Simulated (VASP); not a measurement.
# Ir (Fm-3m) in VASP: a series of runs

The runs below take Ir through single point, relaxation of cell and atoms, with BLYP.

Everything below comes from runs of VASP 6.6.1. Logs are shortened: lines on timing, memory, paths and dates and some standing lists are left out, and cuts for length are marked.

## (1) The cell of the first run

It takes space group Fm-3m (No. 225, cubic). The conventional cell has a = 3.773 Å, b = 3.773 Å, c = 3.773 Å, α = 90.00°, β = 90.00°, γ = 90.00°. Ir (site symmetry m-3m) has 12 Ir at 2.67 Å within 3.5 Å.

## (2) Single point, BLYP, collinear spin (13.42 Å³/atom)

Contents of INCAR:

```
AGGAC = 1.0 ; AGGAX = 1.0
ALDAC = 0.0 ; ALDAX = 1.0
ALGO = Normal ; EDIFF = 1E-6
ENCUT = 560 ; GGA = B5
GGA_COMPAT = F ; ISIF = 2
ISMEAR = -1 ; ISPIN = 2
LASPH = T ; LCHARG = T
LELF = T ; LMAXMIX = 4
LORBIT = 11 ; LREAL = F
LVHAR = T ; LWAVE = F
MAGMOM = 1 ; NBANDS = 18
NELM = 200 ; PREC = Accurate
SIGMA = 0.05
```

Contents of KPOINTS:

```
k-points
0
Gamma
  22 22 22
```

Contents of POSCAR:

```
Ir
1.0
    0.0000000000      1.8862849329      1.8862849329
    1.8862849329      0.0000000000      1.8862849329
    1.8862849329      1.8862849329      0.0000000000
Ir
1
Direct
    0.0000000000      0.0000000000      0.0000000000
```

Potentials or basis: VASP PAW PBE potentials, release 64 (Ir_sv_GW).

Launch:

```console
$ cat potpaw_PBE.64/Ir_sv_GW/POTCAR > POTCAR
$ mpirun -np 1 vasp_std > vasp.out
```

OUTCAR:

```text
EDIFF = 1E-6
   ENCUT = 560
   GGA = B5
   ISIF = 2
   ISMEAR = -1
   ISPIN = 2
   LASPH = T
   LORBIT = 11
   LREAL = F
   NELM = 200
   PREC = Accurate

 ion  position               nearest neighbor table
   1  0.000  0.000  0.000-

  LATTYP: Found a face centered cubic cell.
 ALAT       =     3.7725698658

  Lattice vectors:

 A1 = (   0.0000000000,   1.8862849329,   1.8862849329)
 A2 = (   1.8862849329,   0.0000000000,   1.8862849329)
 A3 = (   1.8862849329,   1.8862849329,   0.0000000000)

Analysis of symmetry for initial positions (statically):
=====================================================================
 Subroutine PRICEL returns:
 Original cell was already a primitive cell.

 Routine SETGRP: Setting up the symmetry group for a
 face centered cubic supercell.

 Subroutine GETGRP returns: Found 48 space group operations
 (whereof 48 operations were pure point group operations)
 out of a pool of 48 trial point group operations.

The static configuration has the point symmetry O_h .

Analysis of symmetry for dynamics (positions and initial velocities):
=====================================================================
 Subroutine PRICEL returns:
 Original cell was already a primitive cell.

 Routine SETGRP: Setting up the symmetry group for a
 face centered cubic supercell.

 Subroutine GETGRP returns: Found 48 space group operations
 (whereof 48 operations were pure point group operations)
 out of a pool of 48 trial point group operations.

The dynamic configuration has the point symmetry O_h .

Analysis of structural, dynamic, and magnetic symmetry:
=====================================================================
 Subroutine PRICEL returns:
 Original cell was already a primitive cell.

 Routine SETGRP: Setting up the symmetry group for a
 face centered cubic supercell.

 Subroutine GETGRP returns: Found 48 space group operations
 (whereof 48 operations were pure point group operations)
 out of a pool of 48 trial point group operations.

The overall configuration has the point symmetry O_h .

 Subroutine INISYM returns: Found 48 space group operations
 (whereof 48 operations are pure point group operations),
 and found     1 'primitive' translations

----------------------------------------------------------------------------------------

                                     Primitive cell

  volume of cell :      13.4231

  direct lattice vectors                    reciprocal lattice vectors
     0.000000000  1.886284933  1.886284933    -0.265071300  0.265071300  0.265071300
     1.886284933  0.000000000  1.886284933     0.265071300 -0.265071300  0.265071300
     1.886284933  1.886284933  0.000000000     0.265071300  0.265071300 -0.265071300

  length of vectors
     2.667609735  2.667609735  2.667609735     0.459116960  0.459116960  0.459116960

  position of ions in fractional coordinates (direct lattice)
     0.000000000  0.000000000  0.000000000

  ion indices of the primitive-cell ions
   primitive index   ion index
                 1           1

----------------------------------------------------------------------------------------

 KPOINTS: k-points

Automatic generation of k-mesh.
 Grid dimensions read from file:
 generate k-points for:   22   22   22

 Generating k-lattice:

  Cartesian coordinates                     Fractional coordinates (reciprocal lattice)
    -0.012048695  0.012048695  0.012048695     0.045454545  0.000000000  0.000000000
     0.012048695 -0.012048695  0.012048695     0.000000000  0.045454545  0.000000000
     0.012048695  0.012048695 -0.012048695     0.000000000  0.000000000  0.045454545

  Length of vectors
     0.020868953  0.020868953  0.020868953

  Shift w.r.t. Gamma in fractional coordinates (k-lattice)
     0.000000000  0.000000000  0.000000000

 Subroutine IBZKPT returns following result:
 ===========================================

 Found    328 irreducible k-points:

 Following reciprocal coordinates:
            Coordinates               Weight
  0.000000  0.000000  0.000000      1.000000
  0.045455  0.000000  0.000000      8.000000
  0.090909  0.000000  0.000000      8.000000
  0.136364  0.000000  0.000000      8.000000
  0.181818  0.000000  0.000000      8.000000
  0.227273  0.000000  0.000000      8.000000
[... 16 lines left out ...]
  0.500000  0.045455  0.000000     24.000000
 -0.454545  0.045455  0.000000     24.000000
 [... further k-points ...]
   k-points           NKPTS =    328   k-points in BZ     NKDIM =    328   number of bands    NBANDS=     18
   number of dos      NEDOS =    301   number of ions     NIONS =      1
   total plane-waves  NPLWV =  13824
   dimension x,y,z NGX =    24 NGY =   24 NGZ =   24
   dimension x,y,z NGXF=    48 NGYF=   48 NGZF=   48
   ions per type =               1
   NGX,Y,Z   is equivalent  to a cutoff of  14.96, 14.96, 14.96 a.u.
   NGXF,Y,Z  is equivalent  to a cutoff of  29.91, 29.91, 29.91 a.u.
 SYSTEM =  unknown system
   PREC   = accura    normal or accurate (medium, high low for compatibility)
   ISTART =      0    job   : 0-new  1-cont  2-samecut
   ICHARG =      2    charge: 1-file 2-atom 10-const
   ISPIN  =      2    spin polarized calculation?
   LNONCOLLINEAR =      F non collinear calculations
   LSORBIT =      F    spin-orbit coupling
   LASPH  =      T    aspherical Exc in radial PAW
   ENCUT  =  560.0 eV  41.16 Ry    6.42 a.u.   5.15  5.15  5.15*2*pi/ulx,y,z
   NELM   =    200;   NELMIN=  2; NELMDL= -5     # of ELM steps
   EDIFF  = 0.1E-05   stopping-criterion for ELM
   LREAL  =      F    real-space projection
   EDIFFG = 0.1E-04   stopping-criterion for IOM
   NSW    =      0    number of steps for IOM
   IBRION =     -1    ionic relax: 0-MD 1-quasi-New 2-CG
   NFREE  =      0    steps in history (QN), initial steepest desc. (CG)
   ISIF   =      2    stress and relaxation
   ISYM   =      2    0-nonsym 1-usesym 2-fastsym
   POTIM  = 0.5000    time-step for ionic-motion
   TEBEG  =    0.0;   TEEND  =   0.0 temperature during run
   PSTRESS=    0.0 pullay stress
   NELECT =      17.0000    total number of electrons
   NUPDOWN=      -1.0000    fix difference up-down
   EMIN   =  10.00;   EMAX   =-10.00  energy-range for DOS
   EFERMI =   0.00;   METHOD = LEGACY
   ISMEAR =    -1;   SIGMA  =   0.05  broadening in eV -4-tet -1-fermi 0-gaus
   EFERMI_NEDOS =   21; number of points for ismear=-14 and -15
   IALGO  =     38    algorithm
   IMIX   =      4    mixing-type and parameters
     AMIX     =   0.40;   BMIX     =  1.00
     AMIX_MAG =   1.60;   BMIX_MAG =  1.00
  volume/ion in A,a.u.               =      13.42        90.58
  Fermi-wavevector in a.u.,A,eV,Ry     =   1.771225  3.347131 42.684736  3.137240
  Thomas-Fermi vector in A             =   2.837859
   LORBIT       =     11    0 simple, 1 ext, 2 COOP (PROOUT), +10 PAW based schemes
   GGA     = B5    functional components
   LHFCALC =     F    Hartree Fock is set to
   AEXX    =    0.0000 exact exchange contribution
   IVDW    =     0    specifies the selected vdW correction
   LEPSILON=     F    determine dielectric tensor
   LRPA    =     F    only Hartree local field effects (RPA)
 spin polarized calculation
  energy-cutoff  :      560.00
  volume of cell :       13.42
 maximum number of plane-waves:       416
 NGX is ok and might be reduce to    24
   NGX = 11   NGY = 11   NGZ = 11

 number of electron      17.0000000 magnetization      -0.0002386

 number of electron      17.0000000 magnetization       0.0000573

 Free energy of the ion-electron system (eV)
  ---------------------------------------------------
  ext. energy  EPLUGINS =         0.00000000
  ---------------------------------------------------
  free energy    TOTEN  =        -7.79121880 eV

  energy without entropy =       -7.78276381  energy(sigma->0) =       -7.78699130

 E-fermi :  14.5094     XC(G=0): -14.1818

 val. band max:       14.5068988551   @ k =  -0.3636   0.0455   0.0000
 cond. band min:      14.5111887533   @ k =   0.5000   0.4545   0.0455
 fundamental gap:      0.0042898982
 Fermi energy:        14.5093624350

 spin component 1

 k-point     1 :       0.0000    0.0000    0.0000
  band No.  band energies     occupation
      1     -78.0732      1.00000
      2     -34.7240      1.00000
      3     -34.7240      1.00000
      4     -34.7240      1.00000
      5       3.0999      1.00000
      6      10.3228      1.00000
[... 10 lines left out ...]
     17      50.3895      0.00000
     18      50.3895      0.00000

 k-point     2 :       0.0455    0.0000    0.0000
  band No.  band energies     occupation
      1     -78.0715      1.00000
      2     -34.7444      1.00000
      3     -34.7268      1.00000
      4     -34.7268      1.00000
      5       3.1988      1.00000
      6      10.2695      1.00000
[... 10 lines left out ...]
     17      49.7089      0.00000
     18      49.7089      0.00000
[... 442 lines left out ...]
 k-point    24 :      -0.4545    0.0455    0.0000
  band No.  band energies     occupation
      1     -77.9862      1.00000
      2     -35.6734      1.00000
      3     -34.8736      1.00000
      4     -34.8585      1.00000
      5       6.0609      1.00000
      6      10.1470      1.00000
[... 10 lines left out ...]
     17      46.4499      0.00000
     18      51.7059      0.00000

 [... further k-points ...]

 spin component 2

 k-point     1 :       0.0000    0.0000    0.0000
  band No.  band energies     occupation
      1     -78.0733      1.00000
      2     -34.7240      1.00000
      3     -34.7240      1.00000
      4     -34.7240      1.00000
      5       3.0999      1.00000
      6      10.3228      1.00000
[... 10 lines left out ...]
     17      50.3895      0.00000
     18      50.3895      0.00000

 k-point     2 :       0.0455    0.0000    0.0000
  band No.  band energies     occupation
      1     -78.0716      1.00000
      2     -34.7445      1.00000
      3     -34.7268      1.00000
      4     -34.7268      1.00000
      5       3.1988      1.00000
      6      10.2695      1.00000
[... 10 lines left out ...]
     17      49.7089      0.00000
     18      49.7089      0.00000
[... 442 lines left out ...]
 k-point    24 :      -0.4545    0.0455    0.0000
  band No.  band energies     occupation
      1     -77.9862      1.00000
      2     -35.6734      1.00000
      3     -34.8736      1.00000
      4     -34.8586      1.00000
      5       6.0609      1.00000
      6      10.1470      1.00000
[... 10 lines left out ...]
     17      46.4499      0.00000
     18      51.6446      0.00000

 [... further k-points ...]

------------------------ aborting loop because EDIFF is reached ----------------------------------------

  FORCE on cell =-STRESS in cart. coord.  units (eV):
  Direction    XX          YY          ZZ          XY          YZ          ZX
  --------------------------------------------------------------------------------------
  -------------------------------------------------------------------------------------
  Total        4.3499261      4.3499261      4.3499261      0.0000000     -0.0000000     -0.0000000
  in kB      519.2070530    519.2070530    519.2070530      0.0000000     -0.0000000     -0.0000000
  external PRESSURE =     519.2070530 kB  Pullay stress =       0.0000000 kB

 VOLUME and BASIS-vectors are now :
 -----------------------------------------------------------------------------
  energy-cutoff  :      560.00
  volume of cell :       13.42
      direct lattice vectors                 reciprocal lattice vectors
     0.000000000  1.886284933  1.886284933    -0.265071300  0.265071300  0.265071300
     1.886284933  0.000000000  1.886284933     0.265071300 -0.265071300  0.265071300
     1.886284933  1.886284933  0.000000000     0.265071300  0.265071300 -0.265071300

 POSITION                                       TOTAL-FORCE (eV/Angst)
 -----------------------------------------------------------------------------------
      0.00000      0.00000      0.00000         0.000000      0.000000      0.000000
 -----------------------------------------------------------------------------------
    total drift:                                0.000000      0.000000      0.000000

  FREE ENERGIE OF THE ION-ELECTRON SYSTEM (eV)
  ---------------------------------------------------
  free  energy   TOTEN  =        -7.7912187967 eV

  energy  without entropy=       -7.7827638062  energy(sigma->0) =       -7.78699130

 total charge

# of ion       s       p       d       f       tot
--------------------------------------------------
    1        4.338   6.125   6.418   0.030  16.911

 magnetization (x)

# of ion       s       p       d       f       tot
--------------------------------------------------
    1        0.000   0.000  -0.000  -0.000   0.000
```

Run time: 84 s. Hardware: 1 thread of Intel Xeon 6975P-C (Granite Rapids), shared host; peak memory 0.26 GiB.

What came out:

| Quantity | Value |
| --- | --- |
| Free energy | -7.7912 eV |
| Pressure | 51.9 GPa |
| Net moment | 0.00 μB per cell |
| Valence electrons inside the program's atomic spheres | Ir 16.91 |

Levels at points of the mesh, in eV from the Fermi level:
Spin up:
```csv
k point,band 4,band 5,band 6,band 7,band 8,band 9,band 10,band 11,band 12,band 13
"(0.00, 0.00, 0.00)",-49.23,-11.41,-4.19,-4.19,-4.19,-1.29,-1.29,13.78,19.49,19.49
"(0.50, 0.00, 0.00)",-49.37,-8.54,-4.31,-4.31,-0.47,1.01,1.01,7.92,13.50,19.65
"(0.50, 0.50, 0.00)",-49.59,-8.41,-7.85,0.97,1.65,1.65,2.06,11.37,11.97,11.97
```
Spin down:
```csv
k point,band 5,band 6,band 7,band 8,band 9,band 10,band 11,band 12
"(0.00, 0.00, 0.00)",-11.41,-4.19,-4.19,-4.19,-1.29,-1.29,13.78,19.49
"(0.50, 0.00, 0.00)",-8.54,-4.31,-4.31,-0.47,1.01,1.01,7.92,13.50
"(0.50, 0.50, 0.00)",-8.41,-7.85,0.97,1.65,1.65,2.06,11.37,11.97
```

Caveat: the cell stands under pressure; the PAW data sets were made with another functional, which shifts forces and pressure a little; spin-orbit coupling is left out, which moves the levels of the heavy elements.

(Continued in part 2 of 2.)
